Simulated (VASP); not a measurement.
# Hf (Fm-3m) in VASP: a series of runs

Hf is run at these levels: r2SCAN; tasks: single point.

Everything below comes from runs of VASP 6.6.1. Logs are shortened: lines on timing, memory, paths and dates and some standing lists are left out, and cuts for length are marked.

### Step 1. The cell of the first run

Symmetry: Fm-3m, No. 225, cubic system. The conventional cell has a = 4.257 Å, b = 4.257 Å, c = 4.257 Å, α = 90.00°, β = 90.00°, γ = 90.00°. Hf (site symmetry m-3m) has 12 Hf at 3.01 Å within 4.0 Å.

This isn't the form of Hf at room conditions, which is hcp.

### Step 2. Single point, r2SCAN

File POSCAR:

```
Hf
1.0
    0.0000000000      2.1283905662      2.1283905662
    2.1283905662      0.0000000000      2.1283905662
    2.1283905662      2.1283905662      0.0000000000
Hf
1
Direct
    0.0000000000      0.0000000000      0.0000000000
```

File INCAR.step1:

```
SYSTEM = Hf
  PREC = Accurate
  ENCUT = 550
  ISMEAR = -1
  SIGMA = 0.1
  LREAL = .FALSE.
  LASPH = .TRUE.
  NELM = 120
  NBANDS = 11
  GGA = PE
  ALGO = Normal
  EDIFF = 1E-5
  LWAVE = .TRUE.
  LCHARG = .FALSE.
  GGA_COMPAT = .FALSE.
```

File INCAR.step2:

```
SYSTEM = Hf
  PREC = Accurate
  ENCUT = 550
  EDIFF = 1E-6
  ISMEAR = -1
  SIGMA = 0.1
  LREAL = .FALSE.
  LASPH = .TRUE.
  NELM = 120
  ALGO = Normal
  ISIF = 2
  LWAVE = .FALSE.
  LCHARG = .FALSE.
  METAGGA = R2SCAN
  LMIXTAU = .TRUE.
  NBANDS = 11
  ISTART = 1
  GGA_COMPAT = .FALSE.
```

File KPOINTS:

```
regular mesh
0
G
  10 10 10
  0 0 0
```

Potentials or basis: VASP PAW PBE potentials, release 64 (Hf_pv).

The run is started by

```
cat potpaw_PBE.64/Hf_pv/POTCAR > POTCAR
cp INCAR.step1 INCAR
mpirun -np 1 vasp_std > vasp.out
cp INCAR.step2 INCAR
mpirun -np 1 vasp_std > vasp.out
```

OUTCAR:

```text
SYSTEM = Hf
   PREC = Accurate
   ENCUT = 550
   EDIFF = 1E-6
   ISMEAR = -1
   LREAL = .FALSE.
   LASPH = .TRUE.
   NELM = 120
   ISIF = 2
   METAGGA = R2SCAN
   ISTART = 1

 ion  position               nearest neighbor table
   1  0.000  0.000  0.000-

  LATTYP: Found a face centered cubic cell.
 ALAT       =     4.2567811324

  Lattice vectors:

 A1 = (   0.0000000000,   2.1283905662,   2.1283905662)
 A2 = (   2.1283905662,   0.0000000000,   2.1283905662)
 A3 = (   2.1283905662,   2.1283905662,   0.0000000000)

Analysis of symmetry for initial positions (statically):
=====================================================================
 Subroutine PRICEL returns:
 Original cell was already a primitive cell.

 Routine SETGRP: Setting up the symmetry group for a
 face centered cubic supercell.

 Subroutine GETGRP returns: Found 48 space group operations
 (whereof 48 operations were pure point group operations)
 out of a pool of 48 trial point group operations.

The static configuration has the point symmetry O_h .

Analysis of symmetry for dynamics (positions and initial velocities):
=====================================================================
 Subroutine PRICEL returns:
 Original cell was already a primitive cell.

 Routine SETGRP: Setting up the symmetry group for a
 face centered cubic supercell.

 Subroutine GETGRP returns: Found 48 space group operations
 (whereof 48 operations were pure point group operations)
 out of a pool of 48 trial point group operations.

The dynamic configuration has the point symmetry O_h .

 Subroutine INISYM returns: Found 48 space group operations
 (whereof 48 operations are pure point group operations),
 and found     1 'primitive' translations

----------------------------------------------------------------------------------------

                                     Primitive cell

  volume of cell :      19.2834

  direct lattice vectors                    reciprocal lattice vectors
     0.000000000  2.128390566  2.128390566    -0.234919290  0.234919290  0.234919290
     2.128390566  0.000000000  2.128390566     0.234919290 -0.234919290  0.234919290
     2.128390566  2.128390566  0.000000000     0.234919290  0.234919290 -0.234919290

  length of vectors
     3.009998805  3.009998805  3.009998805     0.406892145  0.406892145  0.406892145

  position of ions in fractional coordinates (direct lattice)
     0.000000000  0.000000000  0.000000000

  ion indices of the primitive-cell ions
   primitive index   ion index
                 1           1

----------------------------------------------------------------------------------------

 KPOINTS: regular mesh

Automatic generation of k-mesh.
 Grid dimensions read from file:
 generate k-points for:   10   10   10

 Generating k-lattice:

  Cartesian coordinates                     Fractional coordinates (reciprocal lattice)
    -0.023491929  0.023491929  0.023491929     0.100000000  0.000000000  0.000000000
     0.023491929 -0.023491929  0.023491929     0.000000000  0.100000000  0.000000000
     0.023491929  0.023491929 -0.023491929     0.000000000  0.000000000  0.100000000

  Length of vectors
     0.040689215  0.040689215  0.040689215

  Shift w.r.t. Gamma in fractional coordinates (k-lattice)
     0.000000000  0.000000000  0.000000000

 Subroutine IBZKPT returns following result:
 ===========================================

 Found     47 irreducible k-points:

 Following reciprocal coordinates:
            Coordinates               Weight
  0.000000  0.000000  0.000000      1.000000
  0.100000  0.000000  0.000000      8.000000
  0.200000  0.000000  0.000000      8.000000
  0.300000  0.000000  0.000000      8.000000
  0.400000  0.000000  0.000000      8.000000
  0.500000  0.000000  0.000000      4.000000
[... 16 lines left out ...]
  0.300000  0.300000  0.000000      6.000000
  0.400000  0.300000  0.000000     24.000000
 [... further k-points ...]
   k-points           NKPTS =     47   k-points in BZ     NKDIM =     47   number of bands    NBANDS=     11
   number of dos      NEDOS =    301   number of ions     NIONS =      1
   total plane-waves  NPLWV =  13824
   dimension x,y,z NGX =    24 NGY =   24 NGZ =   24
   dimension x,y,z NGXF=    48 NGYF=   48 NGZF=   48
   ions per type =               1
   NGX,Y,Z   is equivalent  to a cutoff of  13.26, 13.26, 13.26 a.u.
   NGXF,Y,Z  is equivalent  to a cutoff of  26.51, 26.51, 26.51 a.u.
 SYSTEM =  Hf
   PREC   = accura    normal or accurate (medium, high low for compatibility)
   ISTART =      1    job   : 0-new  1-cont  2-samecut
   ICHARG =      0    charge: 1-file 2-atom 10-const
   ISPIN  =      1    spin polarized calculation?
   LNONCOLLINEAR =      F non collinear calculations
   LSORBIT =      F    spin-orbit coupling
   LASPH  =      T    aspherical Exc in radial PAW
   ENCUT  =  550.0 eV  40.42 Ry    6.36 a.u.   5.76  5.76  5.76*2*pi/ulx,y,z
   NELM   =    120;   NELMIN=  2; NELMDL=  0     # of ELM steps
   EDIFF  = 0.1E-05   stopping-criterion for ELM
   LREAL  =      F    real-space projection
   EDIFFG = 0.1E-04   stopping-criterion for IOM
   NSW    =      0    number of steps for IOM
   IBRION =     -1    ionic relax: 0-MD 1-quasi-New 2-CG
   NFREE  =      0    steps in history (QN), initial steepest desc. (CG)
   ISIF   =      2    stress and relaxation
   ISYM   =      2    0-nonsym 1-usesym 2-fastsym
   POTIM  = 0.5000    time-step for ionic-motion
   TEBEG  =    0.0;   TEEND  =   0.0 temperature during run
   PSTRESS=    0.0 pullay stress
   NELECT =      10.0000    total number of electrons
   NUPDOWN=      -1.0000    fix difference up-down
   EMIN   =  10.00;   EMAX   =-10.00  energy-range for DOS
   EFERMI =   0.00;   METHOD = LEGACY
   ISMEAR =    -1;   SIGMA  =   0.10  broadening in eV -4-tet -1-fermi 0-gaus
   EFERMI_NEDOS =   21; number of points for ismear=-14 and -15
   IALGO  =     38    algorithm
   IMIX   =      4    mixing-type and parameters
     AMIX     =   0.40;   BMIX     =  1.00
     AMIX_MAG =   1.60;   BMIX_MAG =  1.00
  volume/ion in A,a.u.               =      19.28       130.13
  Fermi-wavevector in a.u.,A,eV,Ry     =   1.315266  2.485492 23.537044  1.729924
  Thomas-Fermi vector in A             =   2.445460
   LORBIT       =      0    0 simple, 1 ext, 2 COOP (PROOUT), +10 PAW based schemes
   METAGGA = R2SCAN    functional components
   LHFCALC =     F    Hartree Fock is set to
   AEXX    =    0.0000 exact exchange contribution
   IVDW    =     0    specifies the selected vdW correction
   LEPSILON=     F    determine dielectric tensor
   LRPA    =     F    only Hartree local field effects (RPA)
 non-spin polarized calculation
  energy-cutoff  :      550.00
  volume of cell :       19.28
 maximum number of plane-waves:       588
   NGX = 11   NGY = 11   NGZ = 11

 number of electron       9.9999999 magnetization

 Free energy of the ion-electron system (eV)
  ---------------------------------------------------
  ext. energy  EPLUGINS =         0.00000000
  ---------------------------------------------------
  free energy    TOTEN  =       -44.91950874 eV

  energy without entropy =      -44.88262605  energy(sigma->0) =      -44.90106740

 E-fermi :   5.7061     XC(G=0): -12.9436

 val. band max:        5.6789552758   @ k =   0.3000   0.0000   0.0000
 cond. band min:       5.7985917059   @ k =  -0.3000   0.2000   0.0000
 fundamental gap:      0.1196364301
 Fermi energy:         5.7061186469

 k-point     1 :       0.0000    0.0000    0.0000
  band No.  band energies     occupation
      1     -24.8500      2.00000
      2     -24.8500      2.00000
      3     -24.8500      2.00000
      4      -2.3387      2.00000
      5       7.3446      0.00000
      6       7.3446      0.00000
      7       7.3446      0.00000
      8      10.9125      0.00000
      9      10.9125      0.00000
     10      18.0222      0.00000
     11      18.1995      0.00000

 k-point     2 :       0.1000    0.0000    0.0000
  band No.  band energies     occupation
      1     -24.9929      2.00000
      2     -24.8669      2.00000
      3     -24.8669      2.00000
      4      -1.9101      2.00000
      5       6.9027      0.00001
      6       7.5395      0.00000
      7       7.5395      0.00000
      8      10.6829      0.00000
      9      10.6829      0.00000
     10      18.1994      0.00000
     11      18.9565      0.00000

 k-point     3 :       0.2000    0.0000    0.0000
  band No.  band energies     occupation
      1     -25.3532      2.00000
      2     -24.9108      2.00000
      3     -24.9108      2.00000
      4      -0.7790      2.00000
      5       6.0770      0.04784
      6       7.8245      0.00000
      7       7.8245      0.00000
      8      10.5354      0.00000
      9      10.5354      0.00000
     10      18.1993      0.00000
     11      19.1491      0.00000

 k-point     4 :       0.3000    0.0000    0.0000
  band No.  band energies     occupation
      1     -25.7741      2.00000
      2     -24.9644      2.00000
      3     -24.9644      2.00000
      4       0.5474      2.00000
      5       5.6790      1.13499
      6       7.6170      0.00000
      7       7.6170      0.00000
      8      11.3583      0.00000
      9      11.3583      0.00000
     10      17.7323      0.00000
     11      18.1992      0.00000

 k-point     5 :       0.4000    0.0000    0.0000
  band No.  band energies     occupation
      1     -26.0975      2.00000
      2     -25.0072      2.00000
      3     -25.0072      2.00000
      4       1.3242      2.00000
      5       6.1738      0.01845
      6       7.2302      0.00000
      7       7.2302      0.00000
      8      12.7303      0.00000
      9      12.7303      0.00000
     10      17.0860      0.00000
     11      18.1992      0.00000
[... 211 lines left out ...]
 k-point    21 :      -0.3000    0.2000    0.0000
  band No.  band energies     occupation
      1     -25.9032      2.00000
      2     -25.3606      2.00000
      3     -25.0252      2.00000
      4       2.5386      2.00000
      5       5.2606      1.97703
      6       5.7986      0.56799
      7       8.4275      0.00000
      8      10.7645      0.00000
      9      14.6771      0.00000
     10      18.1992      0.00000
     11      18.7572      0.00000

 k-point    22 :      -0.2000    0.2000    0.0000
  band No.  band energies     occupation
      1     -25.7059      2.00000
      2     -25.2308      2.00000
      3     -24.9568      2.00000
      4       1.3380      2.00000
      5       5.2465      1.98002
      6       6.6106      0.00024
      7       8.8018      0.00000
      8       9.3183      0.00000
      9      13.3712      0.00000
     10      18.1993      0.00000
     11      20.1230      0.00000

 k-point    23 :       0.3000    0.3000    0.0000
  band No.  band energies     occupation
      1     -25.7282      2.00000
      2     -25.1670      2.00000
      3     -25.1670      2.00000
      4       1.3451      2.00000
      5       4.0222      2.00000
      6       7.0768      0.00000
      7      10.3446      0.00000
      8      10.3446      0.00000
      9      12.4936      0.00000
     10      18.1992      0.00000
     11      22.9575      0.00000

 k-point    24 :       0.4000    0.3000    0.0000
  band No.  band energies     occupation
      1     -25.8989      2.00000
      2     -25.2655      2.00000
      3     -25.2196      2.00000
      4       1.9517      2.00000
      5       3.7055      2.00000
      6       6.8955      0.00001
      7      10.6783      0.00000
      8      11.9124      0.00000
      9      13.3252      0.00000
     10      18.1992      0.00000
     11      20.0046      0.00000

 [... further k-points ...]
[... 5 lines left out ...]
  --------------------------------------------------------------------------------------
  -------------------------------------------------------------------------------------
  Total        2.3495226      2.3495226      2.3495226      0.0000000      0.0000000     -0.0000000
  in kB      195.2118776    195.2118776    195.2118776      0.0000000      0.0000000     -0.0000000
  external PRESSURE =     195.2118776 kB  Pullay stress =       0.0000000 kB

 VOLUME and BASIS-vectors are now :
 -----------------------------------------------------------------------------
  energy-cutoff  :      550.00
  volume of cell :       19.28
      direct lattice vectors                 reciprocal lattice vectors
     0.000000000  2.128390566  2.128390566    -0.234919290  0.234919290  0.234919290
     2.128390566  0.000000000  2.128390566     0.234919290 -0.234919290  0.234919290
     2.128390566  2.128390566  0.000000000     0.234919290  0.234919290 -0.234919290

 POSITION                                       TOTAL-FORCE (eV/Angst)
 -----------------------------------------------------------------------------------
      0.00000      0.00000      0.00000         0.000000      0.000000      0.000000
 -----------------------------------------------------------------------------------
    total drift:                               -0.000000     -0.000000     -0.000000

  FREE ENERGIE OF THE ION-ELECTRON SYSTEM (eV)
  ---------------------------------------------------
  free  energy   TOTEN  =       -44.9195087437 eV

  energy  without entropy=      -44.8826260536  energy(sigma->0) =      -44.90106740
```

It took 20 s on 1 thread of Intel Xeon Platinum 8488C (Sapphire Rapids), shared host; peak memory 0.14 GiB.

What came out:

| Property | Result |
| --- | --- |
| Free energy | -44.9195 eV |
| Pressure | 19.5 GPa |
| Band gap on the k mesh | zero (bands 5 and 6 overlap by 2.03 eV) |

Caveat: the cell stands under pressure; the PAW data sets were made with another functional, which shifts forces and pressure a little; spin-orbit coupling is left out, which moves the levels of the heavy elements.

### Step 3. Single point, r2SCAN

This run uses another cell than the first one, of 20.61 Å³/atom.

File POSCAR:

```
Hf
1.0
    0.0000000000      2.1762827228      2.1762827228
    2.1762827228      0.0000000000      2.1762827228
    2.1762827228      2.1762827228      0.0000000000
Hf
1
Direct
    0.0000000000      0.0000000000      0.0000000000
```

File INCAR.step1:

```
SYSTEM = Hf
  PREC = Accurate
  ENCUT = 550
  ISMEAR = -1
  SIGMA = 0.1
  LREAL = .False.
  LASPH = .True.
  NELM = 120
  NBANDS = 11
  GGA = PE
  ALGO = Normal
  EDIFF = 1E-5
  LWAVE = .True.
  LCHARG = .False.
  GGA_COMPAT = .False.
```

File INCAR.step2:

```
SYSTEM = Hf
  PREC = Accurate
  ENCUT = 550
  EDIFF = 1E-6
  ISMEAR = -1
  SIGMA = 0.1
  LREAL = .False.
  LASPH = .True.
  NELM = 120
  ALGO = Normal
  ISIF = 2
  LWAVE = .False.
  LCHARG = .False.
  METAGGA = R2SCAN
  LMIXTAU = .True.
  NBANDS = 11
  ISTART = 1
  GGA_COMPAT = .False.
```

File KPOINTS:

```
regular mesh
0
Gamma
  10 10 10
  0 0 0
```

Potentials or basis: VASP PAW PBE potentials, release 64 (Hf_pv).

The run is started by

```
cat potpaw_PBE.64/Hf_pv/POTCAR > POTCAR
cp INCAR.step1 INCAR
mpirun -np 1 vasp_std > vasp.out
cp INCAR.step2 INCAR
mpirun -np 1 vasp_std > vasp.out
```

Run time: 19 s. Hardware: 1 thread of Intel Xeon Platinum 8488C (Sapphire Rapids), shared host; peak memory 0.14 GiB.

The run converged. Its results:

```yaml
Free_energy: -45.0385 eV
Pressure: 9.5 GPa
Band_gap_on_the_k_mesh: zero (bands 5 and 6 overlap by 2.02 eV)
```

Levels at points of the mesh, in eV from the Fermi level:
| k point | band 2 | band 3 | band 4 | band 5 | band 6 | band 7 | band 8 | band 9 |
| --- | --- | --- | --- | --- | --- | --- | --- | --- |
| (0.00, 0.00, 0.00) | -30.80 | -30.80 | -7.83 | 1.63 | 1.63 | 1.63 | 4.93 | 4.93 |
| (0.50, 0.00, 0.00) | -30.94 | -30.94 | -3.99 | 0.67 | 1.40 | 1.40 | 7.27 | 7.27 |
| (0.50, 0.50, 0.00) | -31.19 | -31.19 | -3.71 | -2.50 | 2.93 | 7.35 | 7.94 | 7.94 |

Caveat: the cell stands under pressure; the PAW data sets were made with another functional, which shifts forces and pressure a little; spin-orbit coupling is left out, which moves the levels of the heavy elements.
